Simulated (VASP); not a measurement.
Write the native input for VASP 6.6.1 that does the following.

```yaml
Task: single point
Functional: PBEsol
Potentials_or_basis: VASP PAW PBE potentials, release 64 (Li_sv, Au)
Cutoff: 520 eV
k_mesh: 3 × 3 × 1
Occupations: gaussian, width 0.1 eV
Spin: no spin polarisation
Dipole_correction: no
Further_INCAR_settings: LREAL = Auto; ALGO = Normal; EDIFF = 1e-06; NBANDS = 44
```

The structure of Li16Au lies in POSCAR:

```
Li16Au
1.0
    6.9800000000      0.0000000000      0.0000000000
    3.4900000000      4.9356050000      0.0000000000
    0.0000000000      0.0000000000     19.4034080000
Li Au
16 1
Direct
   -0.2500000150      0.5000000300      0.0515373400
    0.2499999850      0.5000000300      0.0515373400
   -0.2500000350      1.0000000700      0.0515373400
    0.2499999650      1.0000000700      0.0515373400
    0.0030047766     -0.0000403447      0.1705215653
    0.4970355681     -0.0000403447      0.1705215653
    0.0000363142      0.4999273717      0.1717652614
    0.4989188066      0.5021623868      0.1735446283
   -0.2374200019      0.5057879742      0.3016507972
    0.2316320277      0.5057879742      0.3016507972
   -0.2610353122      1.0220706243      0.2889583928
    0.2604712096      0.9790575808      0.2899223694
    0.0036076679      0.0258600579      0.4114633709
    0.4705322743      0.0258600579      0.4114633709
   -0.0326267099      0.5652534198      0.4413600789
    0.5042451809      0.4915096382      0.4319644793
    0.7297728537      1.0404542926      0.4956295898
```

These files were run (other wordings do the same):

INCAR

```
ALGO     = Normal         # electronic algorithm
EDIFF    = 1E-6           # SCF threshold, eV
ENCUT    = 520            # plane-wave cutoff, eV
GGA      = PS             # functional
ISIF     = 2              # what is computed and relaxed
ISMEAR   = 0              # smearing method
LASPH    = T              # aspherical terms in the spheres
LCHARG   = F              # write CHGCAR
LREAL    = Auto         
LWAVE    = F              # write WAVECAR
NBANDS   = 44             # bands
NELM     = 80             # most SCF steps
PREC     = Accurate       # precision mode
SIGMA    = 0.1            # smearing width, eV
```

KPOINTS

```
k-points
0
Gamma
  3 3 1
```

Potentials or basis: VASP PAW PBE potentials, release 64 (Li_sv, Au).

Run with:

```console
$ cat potpaw_PBE.64/Li_sv/POTCAR potpaw_PBE.64/Au/POTCAR > POTCAR
$ mpirun -np 1 vasp_std > vasp.out
```

Results of the run:

```yaml
Largest_force: 0.035 eV/Å
```

Caveat: the k points lie up to 0.42 Å⁻¹ apart; the PAW data sets were made with another functional, which shifts forces and pressure a little.

It took 3.6 min on 1 thread of Intel(R) Xeon(R) 6975P-C (Granite Rapids), with other jobs on the host, peak memory 0.72 GiB.
